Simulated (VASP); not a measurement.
# Na (P6_3/mmc) in VASP: notebook, part 2 of 2

VASP 6.6.1. Earlier steps stand in the parts before.

## Step 4: Single point, PBEsol

This run uses another cell than the first one, of 38.57 Å³/atom.

INCAR reads:

```
PREC = Accurate ; ENCUT = 500
EDIFF = 1E-6 ; ISMEAR = -1
SIGMA = 0.05 ; LREAL = F
LASPH = T ; NELM = 120
ALGO = Normal ; ISIF = 2
LWAVE = F ; LCHARG = F
GGA = PS ; NBANDS = 14
GGA_COMPAT = F
```

KPOINTS reads:

```
regular mesh
0
Gamma
  8 8 5
```

POSCAR reads:

```
Na
1.0
    3.7670000000      0.0000000000      0.0000000000
   -1.8835000000      3.2623176961      0.0000000000
    0.0000000000      0.0000000000      6.2770800000
Na
2
Direct
    0.6666666667      0.3333333333      0.7500000000
    0.3333333333      0.6666666667      0.2500000000
```

Potentials or basis: VASP PAW PBE potentials, release 64 (Na_pv).

The run is started by

```bash
cat potpaw_PBE.64/Na_pv/POTCAR > POTCAR
mpirun -np 1 vasp_std > vasp.out
```

OUTCAR:

```text
PREC = Accurate
   ENCUT = 500
   EDIFF = 1E-6
   ISMEAR = -1
   LREAL = F
   LASPH = T
   NELM = 120
   ISIF = 2
   GGA = PS

 ion  position               nearest neighbor table
   1  0.667  0.333  0.750-
   2  0.333  0.667  0.250-

  LATTYP: Found a hexagonal cell.
 ALAT       =     3.7670000000
 C/A-ratio  =     1.6663339527

  Lattice vectors:

 A1 = (   3.7670000000,   0.0000000000,   0.0000000000)
 A2 = (  -1.8835000000,   3.2623176961,   0.0000000000)
 A3 = (   0.0000000000,   0.0000000000,   6.2770800000)

Analysis of symmetry for initial positions (statically):
=====================================================================
 Subroutine PRICEL returns:
 Original cell was already a primitive cell.

 Routine SETGRP: Setting up the symmetry group for a
 hexagonal supercell.

 Subroutine GETGRP returns: Found 24 space group operations
 (whereof 12 operations were pure point group operations)
 out of a pool of 24 trial point group operations.

[... 167 lines left out ...]
 cond. band min:       0.2649196166   @ k =   0.2500   0.2500   0.4000
 fundamental gap:      0.1500123032
 Fermi energy:         0.1344518218

 k-point     1 :       0.0000    0.0000    0.0000
  band No.  band energies     occupation
      1     -24.6474      2.00000
      2     -24.6226      2.00000
      3     -24.6226      2.00000
      4     -24.6188      2.00000
      5     -24.6188      2.00000
      6     -24.6184      2.00000
      7      -3.0004      2.00000
      8       0.6519      0.00006
      9       1.0056      0.00000
     10      10.1159      0.00000
     11      10.1159      0.00000
     12      10.4006      0.00000
     13      10.4573      0.00000
     14      10.4573      0.00000
[... 377 lines left out ...]
      1     -24.6459      2.00000
      2     -24.6442      2.00000
      3     -24.6289      2.00000
      4     -24.6268      2.00000
      5     -24.6251      2.00000
      6     -24.6250      2.00000
      7      -0.3814      1.99993
      8       0.3621      0.02087
      9       3.0628      0.00000
     10       3.7785      0.00000
     11       6.1756      0.00000
     12       7.8375      0.00000
     13       7.9913      0.00000
     14       8.6440      0.00000

 [... further k-points ...]
[... 5 lines left out ...]
  --------------------------------------------------------------------------------------
  -------------------------------------------------------------------------------------
  Total       -0.1162642     -0.1162642     -0.3355773      0.0000000      0.0000000     -0.0000000
  in kB       -2.4147777     -2.4147777     -6.9698535      0.0000000      0.0000000     -0.0000000
  external PRESSURE =      -3.9331363 kB  Pullay stress =       0.0000000 kB

 VOLUME and BASIS-vectors are now :
 -----------------------------------------------------------------------------
  energy-cutoff  :      500.00
  volume of cell :       77.14
      direct lattice vectors                 reciprocal lattice vectors
     3.767000000  0.000000000  0.000000000     0.265463233  0.153265269  0.000000000
    -1.883500000  3.262317696  0.000000000     0.000000000  0.306530538  0.000000000
     0.000000000  0.000000000  6.277080000     0.000000000  0.000000000  0.159309743

 POSITION                                       TOTAL-FORCE (eV/Angst)
 -----------------------------------------------------------------------------------
      1.88350      1.08744      4.70781        -0.000000      0.000000      0.000000
     -0.00000      2.17488      1.56927         0.000000     -0.000000      0.000000
 -----------------------------------------------------------------------------------
    total drift:                                0.000000     -0.000000      0.000000

  FREE ENERGIE OF THE ION-ELECTRON SYSTEM (eV)
  ---------------------------------------------------
  free  energy   TOTEN  =        -2.7916115689 eV

  energy  without entropy=       -2.7838754380  energy(sigma->0) =       -2.78774350
```

OSZICAR:

```text
N       E                     dE             d eps       ncg     rms          rms(c)
DAV:   1     0.980041491177E+02    0.98004E+02   -0.74036E+03   848   0.910E+02
DAV:   2     0.107123735238E+01   -0.96933E+02   -0.95974E+02   870   0.269E+02
DAV:   3    -0.274171622611E+01   -0.38130E+01   -0.38098E+01  1098   0.616E+01
DAV:   4    -0.279441938997E+01   -0.52703E-01   -0.52702E-01   918   0.783E+00
DAV:   5    -0.279561103359E+01   -0.11916E-02   -0.11916E-02  1092   0.121E+00    0.324E-01
DAV:   6    -0.279254430711E+01    0.30667E-02   -0.47175E-03  1032   0.106E+00    0.198E-01
DAV:   7    -0.279170122887E+01    0.84308E-03   -0.42506E-03  1056   0.869E-01    0.655E-02
DAV:   8    -0.279161077375E+01    0.90455E-04   -0.46376E-04  1056   0.381E-01    0.411E-03
DAV:   9    -0.279161156887E+01   -0.79512E-06   -0.49598E-06  1014   0.274E-02
   1 F= -.27916116E+01 E0= -.27877435E+01  d E =-.773613E-02
```

Run time: 6.7 s. Hardware: 1 thread of Intel Xeon 6975P-C (Granite Rapids), shared host; peak memory 0.17 GiB.

Results:

```
Free energy            : -2.7916 eV
Pressure               : -0.4 GPa
Band gap on the k mesh : zero (bands 7 and 8 overlap by 3.24 eV)
```

Stress tensor (GPa, compression positive):
```
-0.24  0.00  0.00
 0.00 -0.24  0.00
 0.00  0.00 -0.70
```

Levels at points of the mesh, in eV from the Fermi level:
| k point | band 5 | band 6 | band 7 | band 8 | band 9 | band 10 |
| --- | --- | --- | --- | --- | --- | --- |
| (0.00, 0.00, 0.00) | -24.75 | -24.75 | -3.13 | 0.52 | 0.87 | 9.98 |
| (0.50, 0.00, 0.00) | -24.76 | -24.76 | 0.34 | 0.46 | 3.81 | 3.81 |

Caveat: the PAW data sets were made with another functional, which shifts forces and pressure a little.

## Step 5: Summary

```csv
cell,gap on the mesh (eV),pressure (GPa)
"a = 3.767, b = 3.767, c = 5.908 Å, angles 90.0, 90.0, 120.0°, 2 atoms",none,0.0
"a = 3.767, b = 3.767, c = 6.031 Å, angles 90.0, 90.0, 120.0°, 2 atoms",none,-0.1
"a = 3.767, b = 3.767, c = 6.277 Å, angles 90.0, 90.0, 120.0°, 2 atoms",none,-0.4
```

Alike in all rows: task single point; level PBEsol; potentials or basis VASP PAW PBE potentials, release 64 (Na_pv); no spin polarisation; k mesh 8 × 8 × 5; cutoff (eV) 500; smearing fermi-dirac 0.05 eV.

Caveats: the PAW data sets were made with another functional, which shifts forces and pressure a little.

Absolute energies hang on the potentials; compare differences alone.
